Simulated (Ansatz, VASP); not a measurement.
# Two plane-wave programs on MoS2

```
Mo S
1.0
     3.14467    0.00000    0.00000
    -1.57233    2.72337    0.00000
     0.00000    0.00000    6.15054
Mo S
1 2
Direct
  0.00000 0.00000 0.50000
  0.33333 0.66667 0.25532
  0.66667 0.33333 0.74468
```

Alike in both runs: task single point; functional LDA; k mesh 10 × 10 × 5; no spin polarisation.

|  | VASP | Ansatz |
| --- | --- | --- |
| version | VASP 6.6.1 | Ansatz 0.2.0 |
| potentials or method | VASP PAW LDA potentials, release 64 (Mo_sv, S), cutoff 520 eV | plane waves, PAW |
| occupations | fermi-dirac, width 0.1 eV | fermi-dirac |
| valence electrons in the cell | 26 | 26 |

Ansatz gave:

```
pressure (GPa)                                                : 5.6
traceless stress, the component that is largest in VASP (GPa) : 3.30
```

Q: Estimate VASP's values.

A: Pressure (GPa): 5.7; traceless stress, the component that is largest in VASP (GPa): 3.32.

LDA's correlation is that of Perdew and Zunger in VASP and of Perdew and Wang (1992) in Ansatz. Ansatz's warnings: structure snapped to symmetry.
